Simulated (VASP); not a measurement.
# Ga26P27 (a cell with a defect) in VASP: single point with PBE

Aim: the single point of Ga26P27 (a cell with a defect) with PBE.

All numbers are computed with VASP 6.6.1; they aren't measurements. Logs are shortened: lines on timing, memory, paths and dates and some standing lists are left out, and cuts for length are marked.

## 1. The cell of the first run

The cell holds a defect, 53 atoms: a = 11.562 Å, b = 11.562 Å, c = 11.562 Å, α = 60.00°, β = 60.00°, γ = 60.00°.

## 2. Single point, PBE, collinear spin

Contents of INCAR:

```
SYSTEM = Ga26P27
ALGO = Normal ; EDIFF = 1E-6
ENCUT = 520 ; GGA = PE
ISIF = 2 ; ISMEAR = 0
ISPIN = 2 ; LASPH = .True.
LCHARG = .False. ; LORBIT = 11
LREAL = Auto ; LWAVE = .False.
MAGMOM = 0 0 0 0 0 0 0 0 0 0 0 0 0 0 0 0 0 0 0 0 0 0 0 0 0 0 0.26 0.07 0.26 0.07 0.07 0 0.26 0 0 0.07 0.07 0 0.07 0 0 0 0 0 0.27 0 0 0 0 0 0 0 0 ; NBANDS = 272
NCORE = 4 ; NELECT = 474.0
NELM = 150 ; PREC = Accurate
SIGMA = 0.05
```

Contents of KPOINTS:

```
k-points
0
Gamma
  1 1 1
  0 0 0
```

Contents of POSCAR:

```
Ga26P27
1.0
    0.0000000000      8.1757500000      8.1757500000
    8.1757500000      0.0000000000      8.1757500000
    8.1757500000      8.1757500000      0.0000000000
Ga P
26 27
Direct
    0.0003932440      0.0003018004      0.3307104885
    0.0004651078      0.0002341860      0.6684165891
    0.0003792425      0.3305882996      0.0004227848
   -0.0002465866      0.3333410027      0.3334224689
    0.0003797730      0.3306949990      0.6684758911
    0.0005273709      0.6683141433      0.0002621991
    0.0004580319      0.6683620844      0.3308278065
    0.0000205649      0.6665616836      0.6666702612
    0.3306410854      0.0003155579      0.0004735529
    0.3334787327     -0.0003272128      0.3334058483
    0.3308555917      0.0002372593      0.6685029473
    0.3334848882      0.3333201379     -0.0002738237
    0.3334572068      0.3333435591      0.3334537632
    0.3330136068      0.3328625505      0.6670460456
    0.3309364995      0.6683631477      0.0003478360
    0.3330583113      0.6669375903      0.3329747871
    0.3330845783      0.6669244684      0.6669874601
    0.6685096716      0.0003007900      0.0002948670
    0.6684544841      0.0003930692      0.3308804709
    0.6666968993     -0.0001081943      0.6667192017
    0.6684481473      0.3308404879      0.0004127075
    0.6670609976      0.3329473421      0.3330230832
    0.6670617669      0.3329237483      0.6670465268
    0.6667402501      0.6666422705     -0.0000369352
    0.6671127513      0.6670141962      0.3329528539
    0.6667492820      0.6666306469      0.6666687455
    0.0830341414      0.0830104870      0.0831550764
    0.0834254823      0.0832858656      0.4165416926
    0.0833392359      0.0831544153      0.7501438093
    0.0834191716      0.4164539077      0.0833508761
    0.0833878217      0.4165433572      0.4166583453
    0.0830811959      0.4164740958      0.7501966982
    0.0834821908      0.7498502479      0.0833019930
    0.0831551192      0.7500782554      0.4165663252
    0.0832127161      0.7500446476      0.7501197419
    0.4166852811      0.0832692839      0.0833532660
    0.4166199291      0.0833003458      0.4166909131
    0.4166017887      0.0829779786      0.7502470646
    0.4166346883      0.4165535167      0.0834029172
    0.4167569476      0.4166403993      0.4167448556
    0.4167676391      0.4166270874      0.7498431220
    0.4166298527      0.7501366118      0.0831048556
    0.4168138475      0.7497920377      0.4166832771
    0.4166393393      0.7500841517      0.7501527768
    0.7498979774      0.0833861629      0.0833794841
    0.7501900649      0.0830781176      0.4166196063
    0.7502278956      0.0830268746      0.7501539808
    0.7502173622      0.4165463702      0.0831311652
    0.7498722211      0.4167170243      0.4167435181
    0.7502263972      0.4165331121      0.7501771120
    0.7502964373      0.7501243217      0.0830287797
    0.7502685636      0.7501560977      0.4165645763
    0.7500679104      0.7499308554      0.7500068642
```

Potentials or basis: VASP PAW PBE potentials, release 64 (Ga_d, P).

The run is started by

```bash
cat potpaw_PBE.64/Ga_d/POTCAR potpaw_PBE.64/P/POTCAR > POTCAR
mpirun -np 4 vasp_gam > vasp.out
```

OUTCAR:

```text
SYSTEM = Ga26P27
   EDIFF = 1E-6
   ENCUT = 520
   GGA = PE
   ISIF = 2
   ISMEAR = 0
   ISPIN = 2
   LASPH = .True.
   LORBIT = 11
   LREAL = Auto
   NELECT = 474.0
   NELM = 150
   PREC = Accurate

 ion  position               nearest neighbor table
   1  0.000  0.000  0.331-  27 2.34  46 2.36  34 2.36  28 2.38
   2  0.000  0.000  0.668-  29 2.34  35 2.36  47 2.36  28 2.38
   3  0.000  0.331  0.000-  27 2.34  48 2.36  32 2.36  30 2.38
   4  1.000  0.333  0.333-  49 2.36  28 2.36  30 2.36  31 2.36
   5  0.000  0.331  0.668-  29 2.34  50 2.36  32 2.36  31 2.38
   6  0.001  0.668  0.000-  33 2.34  35 2.36  51 2.36  30 2.38
[... 33 lines left out ...]
  40  0.417  0.417  0.417-  13 2.36  16 2.36  14 2.36  22 2.36
  41  0.417  0.417  0.750-  12 2.36  23 2.36  17 2.36  14 2.36
  42  0.417  0.750  0.083-  16 2.36  24 2.36   9 2.36  15 2.36
  43  0.417  0.750  0.417-  10 2.36  25 2.36  17 2.36  16 2.36
  44  0.417  0.750  0.750-  17 2.36  26 2.36  11 2.36  15 2.36
  45  0.750  0.083  0.083-  21 2.34  19 2.34  18 2.34
  46  0.750  0.083  0.417-  22 2.36  20 2.36  19 2.36   1 2.36
  47  0.750  0.083  0.750-  23 2.36  20 2.36  18 2.36   2 2.36
  48  0.750  0.417  0.083-  22 2.36  24 2.36   3 2.36  21 2.36
  49  0.750  0.417  0.417-   4 2.36  25 2.36  22 2.36  23 2.36
  50  0.750  0.417  0.750-  23 2.36  26 2.36   5 2.36  21 2.36
  51  0.750  0.750  0.083-  25 2.36  24 2.36  18 2.36   6 2.36
  52  0.750  0.750  0.417-  25 2.36  26 2.36   7 2.36  19 2.36
  53  0.750  0.750  0.750-   8 2.36  24 2.36  26 2.36  20 2.36

  LATTYP: Found a face centered cubic cell.
 ALAT       =    16.3515000000

  Lattice vectors:

 A1 = (   0.0000000000,   8.1757500000,   8.1757500000)
 A2 = (   8.1757500000,   0.0000000000,   8.1757500000)
 A3 = (   8.1757500000,   8.1757500000,   0.0000000000)

Analysis of symmetry for initial positions (statically):
=====================================================================
 Subroutine PRICEL returns:
 Original cell was already a primitive cell.

 Routine SETGRP: Setting up the symmetry group for a
 face centered cubic supercell.

 Subroutine GETGRP returns: Found  1 space group operations
 (whereof  1 operations were pure point group operations)
 out of a pool of 48 trial point group operations.

The static configuration has the point symmetry C_1 .

Analysis of symmetry for dynamics (positions and initial velocities):
=====================================================================
 Subroutine PRICEL returns:
 Original cell was already a primitive cell.

 Routine SETGRP: Setting up the symmetry group for a
 face centered cubic supercell.

 Subroutine GETGRP returns: Found  1 space group operations
 (whereof  1 operations were pure point group operations)
 out of a pool of 48 trial point group operations.

The dynamic configuration has the point symmetry C_1 .

Analysis of structural, dynamic, and magnetic symmetry:
=====================================================================
 Subroutine PRICEL returns:
 Original cell was already a primitive cell.

 Routine SETGRP: Setting up the symmetry group for a
 face centered cubic supercell.

 Subroutine GETGRP returns: Found  1 space group operations
 (whereof  1 operations were pure point group operations)
 out of a pool of 48 trial point group operations.

The overall configuration has the point symmetry C_1 .

 Subroutine INISYM returns: Found  1 space group operations
 (whereof  1 operations are pure point group operations),
 and found     1 'primitive' translations

----------------------------------------------------------------------------------------

                                     Primitive cell

  volume of cell :    1092.9815

  direct lattice vectors                    reciprocal lattice vectors
     0.000000000  8.175750000  8.175750000    -0.061156469  0.061156469  0.061156469
[... 147 lines left out ...]
   number of dos      NEDOS =    301   number of ions     NIONS =     53
   total plane-waves  NPLWV = 729000
   dimension x,y,z NGX =    90 NGY =   90 NGZ =   90
   dimension x,y,z NGXF=   180 NGYF=  180 NGZF=  180
   ions per type =              26  27
   NGX,Y,Z   is equivalent  to a cutoff of  12.94, 12.94, 12.94 a.u.
   NGXF,Y,Z  is equivalent  to a cutoff of  25.88, 25.88, 25.88 a.u.
 SYSTEM =  Ga26P27
   PREC   = accura    normal or accurate (medium, high low for compatibility)
   ISTART =      0    job   : 0-new  1-cont  2-samecut
   ICHARG =      2    charge: 1-file 2-atom 10-const
   ISPIN  =      2    spin polarized calculation?
   LNONCOLLINEAR =      F non collinear calculations
   LSORBIT =      F    spin-orbit coupling
   LASPH  =      T    aspherical Exc in radial PAW
   ENCUT  =  520.0 eV  38.22 Ry    6.18 a.u.  21.50 21.50 21.50*2*pi/ulx,y,z
   NELM   =    150;   NELMIN=  2; NELMDL= -5     # of ELM steps
   EDIFF  = 0.1E-05   stopping-criterion for ELM
   LREAL  =      T    real-space projection
   EDIFFG = 0.1E-04   stopping-criterion for IOM
   NSW    =      0    number of steps for IOM
[... 5 lines left out ...]
   TEBEG  =    0.0;   TEEND  =   0.0 temperature during run
   PSTRESS=    0.0 pullay stress
   NELECT =     474.0000    total number of electrons
   NUPDOWN=      -1.0000    fix difference up-down
   EMIN   =  10.00;   EMAX   =-10.00  energy-range for DOS
   EFERMI =   0.00;   METHOD = LEGACY
   ISMEAR =     0;   SIGMA  =   0.05  broadening in eV -4-tet -1-fermi 0-gaus
   EFERMI_NEDOS =   21; number of points for ismear=-14 and -15
   IALGO  =     38    algorithm
   IMIX   =      4    mixing-type and parameters
     AMIX     =   0.40;   BMIX     =  1.00
     AMIX_MAG =   1.60;   BMIX_MAG =  1.00
  volume/ion in A,a.u.               =      20.62       139.17
  Fermi-wavevector in a.u.,A,eV,Ry     =   1.239167  2.341687 20.892236  1.535536
  Thomas-Fermi vector in A             =   2.373662
   LORBIT       =     11    0 simple, 1 ext, 2 COOP (PROOUT), +10 PAW based schemes
   GGA     = PE    functional components
   LHFCALC =     F    Hartree Fock is set to
   AEXX    =    0.0000 exact exchange contribution
   IVDW    =     0    specifies the selected vdW correction
   LEPSILON=     F    determine dielectric tensor
   LRPA    =     F    only Hartree local field effects (RPA)
 spin polarized calculation
 Gauss-broadening in eV      SIGMA  =   0.05
  energy-cutoff  :      520.00
  volume of cell :     1092.98
 maximum number of plane-waves:     14802
 NGX is ok and might be reduce to    80
   NGX = 43   NGY = 43   NGZ = 43

 number of electron     473.9999841 magnetization       1.9999810

 Free energy of the ion-electron system (eV)
  ---------------------------------------------------
  ext. energy  EPLUGINS =         0.00000000
  ---------------------------------------------------
  free energy    TOTEN  =      -221.81685532 eV

  energy without entropy =     -221.77830055  energy(sigma->0) =     -221.79757793

 E-fermi :   5.1922     XC(G=0):  -9.6975

 val. band max:        4.8580203690   @ k =   0.0000   0.0000   0.0000
 cond. band min:       5.2062938122   @ k =   0.0000   0.0000   0.0000
 fundamental gap:      0.3482734432
 Fermi energy:         5.1922203038

 spin component 1

 k-point     1 :       0.0000    0.0000    0.0000
  band No.  band energies     occupation
      1     -10.2916      1.00000
      2     -10.2915      1.00000
      3     -10.2914      1.00000
      4     -10.2758      1.00000
      5     -10.2727      1.00000
      6     -10.2450      1.00000
[... 241 lines left out ...]
    248       6.3844      0.00000
    249       6.4497      0.00000
 Fermi energy:         5.1922203038

 spin component 2

 k-point     1 :       0.0000    0.0000    0.0000
  band No.  band energies     occupation
      1     -10.2911      1.00000
      2     -10.2910      1.00000
      3     -10.2909      1.00000
      4     -10.2755      1.00000
      5     -10.2724      1.00000
      6     -10.2444      1.00000
[... 241 lines left out ...]
    248       6.4034      0.00000
    249       6.4923      0.00000
 [bands above 249 left out]

------------------------ aborting loop because EDIFF is reached ----------------------------------------

  FORCE on cell =-STRESS in cart. coord.  units (eV):
  Direction    XX          YY          ZZ          XY          YZ          ZX
  --------------------------------------------------------------------------------------
  -------------------------------------------------------------------------------------
  Total       33.8308814     33.8135106     33.7947565      0.0138220     -0.0018313      0.0236117
  in kB       49.5919391     49.5664757     49.5389845      0.0202614     -0.0026845      0.0346119
  external PRESSURE =      49.5657998 kB  Pullay stress =       0.0000000 kB

 VOLUME and BASIS-vectors are now :
 -----------------------------------------------------------------------------
  energy-cutoff  :      520.00
  volume of cell :     1092.98
      direct lattice vectors                 reciprocal lattice vectors
     0.000000000  8.175750000  8.175750000    -0.061156469  0.061156469  0.061156469
     8.175750000  0.000000000  8.175750000     0.061156469 -0.061156469  0.061156469
     8.175750000  8.175750000  0.000000000     0.061156469  0.061156469 -0.061156469

 POSITION                                       TOTAL-FORCE (eV/Angst)
 -----------------------------------------------------------------------------------
      2.70627      2.70702      0.00568        -0.061834     -0.059860      0.287321
      5.46672      5.46861      0.00572         0.060344      0.057312      0.284767
      2.70626      0.00656      2.70591        -0.064248      0.287315     -0.059165
      5.45129     10.89971     10.89905        -0.073346      0.072604      0.073865
      8.16897      5.46840      2.70678        -0.281883      0.063879     -0.057733
      5.46611      0.00646      5.46828         0.062553      0.284887      0.055941
[... 45 lines left out ...]
      9.53882      9.53974     12.26710         0.028340      0.024177     -0.026752
     12.26312     12.26424     12.26361         0.000802     -0.001471     -0.000502
 -----------------------------------------------------------------------------------
    total drift:                                0.014917     -0.012734      0.007001

  FREE ENERGIE OF THE ION-ELECTRON SYSTEM (eV)
  ---------------------------------------------------
  free  energy   TOTEN  =      -221.8168553184 eV

  energy  without entropy=     -221.7783005464  energy(sigma->0) =     -221.79757793

 total charge

# of ion       s       p       d       tot
------------------------------------------
    1        0.833   0.875  10.017  11.725
    2        0.833   0.875  10.016  11.725
    3        0.833   0.875  10.017  11.725
    4        0.828   0.878  10.016  11.722
    5        0.833   0.875  10.017  11.725
    6        0.833   0.875  10.017  11.725
[... 45 lines left out ...]
   52        0.989   1.587   0.000   2.576
   53        0.989   1.589   0.000   2.578
--------------------------------------------------
tot         48.522  65.167 260.436 374.126

 magnetization (x)

# of ion       s       p       d       tot
------------------------------------------
    1       -0.002   0.004   0.005   0.007
    2       -0.002   0.003   0.005   0.006
    3       -0.002   0.004   0.005   0.007
    4       -0.001  -0.003   0.002  -0.002
    5       -0.002   0.004   0.005   0.007
    6       -0.002   0.003   0.005   0.006
[... 45 lines left out ...]
   52       -0.000   0.003   0.000   0.003
   53       -0.000   0.001   0.000   0.001
--------------------------------------------------
tot          0.026   0.971   0.076   1.073
```

Wall time 16 min (4 MPI ranks of AMD EPYC 7R43 (Zen 3), shared host); peak memory 0.54 GiB.

What came out:

| Quantity | Value |
| --- | --- |
| Free energy | -221.8169 eV |
| Largest force | 0.300 eV/Å |
| Net moment | 2.00 μB per cell |
| Site moments | Ga +0.01, -0.00, +0.00 (each value once); P +0.17, +0.04, +0.00, +0.18 (each value once) μB |
| Valence electrons inside the program's atomic spheres | Ga 11.72; P 2.53, 2.56, 2.58 (each value once) |

Forces in eV/Å, atoms in the order of the input:
```
Ga  -0.062 -0.060  0.287
Ga   0.060  0.057  0.285
Ga  -0.064  0.287 -0.059
Ga  -0.073  0.073  0.074
Ga  -0.282  0.064 -0.058
Ga   0.063  0.285  0.056
Ga  -0.282 -0.061  0.060
Ga  -0.046  0.047  0.047
Ga   0.286 -0.063 -0.059
Ga   0.072 -0.073  0.072
Ga   0.064 -0.280 -0.057
Ga   0.072  0.071 -0.074
Ga  -0.070 -0.072 -0.073
Ga   0.002 -0.001 -0.033
Ga   0.060 -0.057 -0.278
Ga   0.001 -0.031 -0.001
Ga   0.029  0.000  0.000
Ga   0.283  0.062  0.059
Ga  -0.062 -0.278  0.056
Ga   0.046 -0.046  0.046
Ga  -0.060  0.057 -0.276
Ga  -0.031 -0.001  0.000
Ga   0.000  0.032  0.001
Ga   0.047  0.046 -0.046
Ga  -0.001  0.000  0.033
Ga  -0.046 -0.046 -0.045
P   -0.052 -0.049 -0.048
P    0.003  0.002 -0.174
P    0.052  0.048 -0.054
P    0.003 -0.171  0.003
P    0.168  0.000  0.001
P    0.026 -0.025  0.027
P    0.055 -0.058  0.048
P    0.030  0.027 -0.027
P   -0.026 -0.032 -0.029
P   -0.170 -0.002 -0.002
P   -0.001  0.171  0.002
P   -0.029  0.025  0.024
P    0.000  0.001  0.173
P    0.019  0.019  0.020
P   -0.018 -0.019  0.020
P   -0.032  0.025  0.026
P   -0.019  0.019 -0.020
P   -0.027  0.031  0.028
P   -0.059  0.053  0.049
P    0.025  0.029 -0.030
P   -0.031 -0.026 -0.026
P    0.027 -0.031  0.025
P    0.017 -0.019 -0.020
P    0.030 -0.027  0.023
P   -0.028 -0.026 -0.027
P    0.028  0.024 -0.027
P    0.001 -0.001 -0.001
```

Levels at points of the mesh, in eV from the Fermi level:
Spin up:
```tsv
k point	band 236	band 237	band 238	band 239	band 240	band 241
(0.00, 0.00, 0.00)	-0.34	-0.34	-0.33	1.06	1.08	1.08
```
Spin down:
```tsv
k point	band 231	band 232	band 233	band 234	band 235	band 236	band 237	band 238	band 239	band 240
(0.00, 0.00, 0.00)	-1.43	-1.43	-0.85	-0.84	-0.84	0.01	0.02	0.02	1.07	1.09
```

Caveat: the k points lie up to 0.67 Å⁻¹ apart; the cell carries a net charge on a neutralising background, which shifts energy and pressure; the cell is charged against a uniform background, so pressure and absolute levels hang on convention.
